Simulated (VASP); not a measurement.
# NaH (P4/mmm) in VASP: a series of runs, part 2 of 2

VASP 6.6.1. The steps go on from the part before.

### Step 3. Single point, r2SCAN

File POSCAR:

```
NaH
1.0
    2.9167414218      0.0000000000      0.0000000000
    0.0000000000      2.9167414218      0.0000000000
    0.0000000000      0.0000000000      3.0334110787
Na H
1 1
Direct
    0.0000000000      0.0000000000      0.0000000000
    0.5000000000      0.5000000000      0.5000000000
```

File INCAR.step1:

```
PREC = Accurate
ENCUT = 550
ISMEAR = -1
SIGMA = 0.02
LREAL = F
LASPH = T
NELM = 120
NBANDS = 11
GGA = PE
ALGO = Normal
EDIFF = 1E-5
LWAVE = T
LCHARG = F
GGA_COMPAT = F
```

File INCAR.step2:

```
PREC = Accurate
ENCUT = 550
EDIFF = 1E-6
ISMEAR = -1
SIGMA = 0.02
LREAL = F
LASPH = T
NELM = 120
ALGO = Normal
ISIF = 2
LWAVE = F
LCHARG = T
METAGGA = R2SCAN
LMIXTAU = T
LELF = T
LVHAR = T
NBANDS = 11
ISTART = 1
GGA_COMPAT = F
```

File KPOINTS:

```
regular mesh
0
Gamma
  6 6 6
```

Potentials or basis: VASP PAW PBE potentials, release 64 (Na_pv, H).

Started as:

```sh
> cat potpaw_PBE.64/Na_pv/POTCAR potpaw_PBE.64/H/POTCAR > POTCAR
> cp INCAR.step1 INCAR
> mpirun -np 1 vasp_std > vasp.out
> cp INCAR.step2 INCAR
> mpirun -np 1 vasp_std > vasp.out
```

OUTCAR:

```text
PREC = Accurate
   ENCUT = 550
   EDIFF = 1E-6
   ISMEAR = -1
   LREAL = F
   LASPH = T
   NELM = 120
   ISIF = 2
   METAGGA = R2SCAN
   ISTART = 1

 ion  position               nearest neighbor table
   1  0.000  0.000  0.000-
   2  0.500  0.500  0.500-

  LATTYP: Found a simple tetragonal cell.
 ALAT       =     2.9167414218
 C/A-ratio  =     1.0400000000

  Lattice vectors:

 A1 = (   2.9167414218,   0.0000000000,   0.0000000000)
 A2 = (   0.0000000000,   2.9167414218,   0.0000000000)
 A3 = (   0.0000000000,   0.0000000000,   3.0334110787)

Analysis of symmetry for initial positions (statically):
=====================================================================
 Subroutine PRICEL returns:
 Original cell was already a primitive cell.

 Routine SETGRP: Setting up the symmetry group for a
 simple tetragonal supercell.

 Subroutine GETGRP returns: Found 16 space group operations
 (whereof 16 operations were pure point group operations)
 out of a pool of 16 trial point group operations.

The static configuration has the point symmetry D_4h.

Analysis of symmetry for dynamics (positions and initial velocities):
=====================================================================
 Subroutine PRICEL returns:
 Original cell was already a primitive cell.

 Routine SETGRP: Setting up the symmetry group for a
 simple tetragonal supercell.

 Subroutine GETGRP returns: Found 16 space group operations
 (whereof 16 operations were pure point group operations)
 out of a pool of 16 trial point group operations.

The dynamic configuration has the point symmetry D_4h.

 Subroutine INISYM returns: Found 16 space group operations
 (whereof 16 operations are pure point group operations),
 and found     1 'primitive' translations

----------------------------------------------------------------------------------------

                                     Primitive cell

[... 115 lines left out ...]
   METAGGA = R2SCAN    functional components
   LHFCALC =     F    Hartree Fock is set to
   AEXX    =    0.0000 exact exchange contribution
   IVDW    =     0    specifies the selected vdW correction
   LEPSILON=     F    determine dielectric tensor
   LRPA    =     F    only Hartree local field effects (RPA)
 non-spin polarized calculation
  energy-cutoff  :      550.00
  volume of cell :       25.81
 maximum number of plane-waves:       770
 NGX is ok and might be reduce to    24
   NGX = 11   NGY = 11   NGZ = 11

 number of electron       8.0000008 magnetization

 Free energy of the ion-electron system (eV)
  ---------------------------------------------------
  ext. energy  EPLUGINS =         0.00000000
  ---------------------------------------------------
  free energy    TOTEN  =        -7.28131595 eV

  energy without entropy =       -7.28131595  energy(sigma->0) =       -7.28131595

 E-fermi :   1.5030     XC(G=0):  -8.5618

 val. band max:        1.0739426989   @ k =   0.5000   0.5000   0.5000
 cond. band min:       2.4098569495   @ k =   0.0000   0.0000   0.5000
 fundamental gap:      1.3359142506
 Fermi energy:         1.5029758593

 k-point     1 :       0.0000    0.0000    0.0000
  band No.  band energies     occupation
      1     -24.4344      2.00000
      2     -24.4319      2.00000
      3     -24.4319      2.00000
      4      -4.8961      2.00000
      5      10.5875      0.00000
      6      12.4697      0.00000
      7      12.9872      0.00000
      8      13.4594      0.00000
      9      14.8044      0.00000
     10      14.8044      0.00000
     11      27.2357      0.00000
[... 309 lines left out ...]
 k-point    24 :       0.5000    0.0000    0.3333
  band No.  band energies     occupation
      1     -24.5981      2.00000
      2     -24.5079      2.00000
      3     -24.4080      2.00000
      4      -1.3170      2.00000
      5       4.5702      0.00000
      6       7.0405      0.00000
      7      10.6154      0.00000
      8      16.6209      0.00000
      9      18.5179      0.00000
     10      20.9512      0.00000
     11      21.9236      0.00000

 [... further k-points ...]

------------------------ aborting loop because EDIFF is reached ----------------------------------------

  FORCE on cell =-STRESS in cart. coord.  units (eV):
  Direction    XX          YY          ZZ          XY          YZ          ZX
  --------------------------------------------------------------------------------------
  -------------------------------------------------------------------------------------
  Total        0.1438557      0.1438557     -0.6300026      0.0000000      0.0000000      0.0000000
  in kB        8.9312148      8.9312148    -39.1134184      0.0000000      0.0000000      0.0000000
  external PRESSURE =      -7.0836629 kB  Pullay stress =       0.0000000 kB

 VOLUME and BASIS-vectors are now :
 -----------------------------------------------------------------------------
  energy-cutoff  :      550.00
  volume of cell :       25.81
      direct lattice vectors                 reciprocal lattice vectors
     2.916741422  0.000000000  0.000000000     0.342848356  0.000000000  0.000000000
     0.000000000  2.916741422  0.000000000     0.000000000  0.342848356  0.000000000
     0.000000000  0.000000000  3.033411079     0.000000000  0.000000000  0.329661880

 POSITION                                       TOTAL-FORCE (eV/Angst)
 -----------------------------------------------------------------------------------
      0.00000      0.00000      0.00000         0.000000      0.000000      0.000000
      1.45837      1.45837      1.51671         0.000000      0.000000      0.000000
 -----------------------------------------------------------------------------------
    total drift:                                0.000000      0.000000      0.000000

  FREE ENERGIE OF THE ION-ELECTRON SYSTEM (eV)
  ---------------------------------------------------
  free  energy   TOTEN  =        -7.2813159471 eV

  energy  without entropy=       -7.2813159470  energy(sigma->0) =       -7.28131595
```

OUTCAR.step1:

```text
PREC = Accurate
   ENCUT = 550
   ISMEAR = -1
   LREAL = F
   LASPH = T
   NELM = 120
[... 556 lines left out ...]
 -----------------------------------------------------------------------------------
      0.00000      0.00000      0.00000         0.000000      0.000000      0.000000
      1.45837      1.45837      1.51671         0.000000      0.000000      0.000000
 -----------------------------------------------------------------------------------
    total drift:                                0.000000      0.000000      0.000000

  FREE ENERGIE OF THE ION-ELECTRON SYSTEM (eV)
  ---------------------------------------------------
  free  energy   TOTEN  =        -4.7612218815 eV

  energy  without entropy=       -4.7612218815  energy(sigma->0) =       -4.76122188
```

OSZICAR.step1:

```text
N       E                     dE             d eps       ncg     rms          rms(c)
DAV:   1     0.388620642708E+02    0.38862E+02   -0.48719E+03   886   0.798E+02
DAV:   2    -0.388956793338E+01   -0.42752E+02   -0.42081E+02   941   0.204E+02
DAV:   3    -0.521942595166E+01   -0.13299E+01   -0.13280E+01  1036   0.340E+01
DAV:   4    -0.522759394723E+01   -0.81680E-02   -0.81670E-02  1009   0.261E+00
DAV:   5    -0.522765650343E+01   -0.62556E-04   -0.62555E-04   994   0.238E-01    0.311E+00
DAV:   6    -0.487094244684E+01    0.35671E+00   -0.35050E-01   976   0.321E+00    0.147E+00
DAV:   7    -0.475852140151E+01    0.11242E+00   -0.38375E-01   955   0.250E+00    0.378E-01
DAV:   8    -0.476144183854E+01   -0.29204E-02   -0.11620E-02   973   0.108E+00    0.672E-02
DAV:   9    -0.476123464966E+01    0.20719E-03   -0.13743E-03   982   0.403E-01    0.245E-02
DAV:  10    -0.476122107891E+01    0.13571E-04   -0.74822E-05  1018   0.553E-02    0.278E-03
DAV:  11    -0.476122188153E+01   -0.80262E-06   -0.11178E-06   527   0.743E-03
   1 F= -.47612219E+01 E0= -.47612219E+01  d E =-.339986E-10
```

Wall time 30 s (1 thread of Intel Xeon Platinum 8559C (Emerald Rapids), shared host); peak memory 0.14 GiB.

Results:

```yaml
Free_energy: -7.2813 eV
Pressure: -0.7 GPa
Band_gap_on_the_k_mesh: 1.34 eV (least direct gap 5.01 eV)
```

Caveat: the PAW data sets were made with another functional, which shifts forces and pressure a little. A k mesh can miss the band edges.
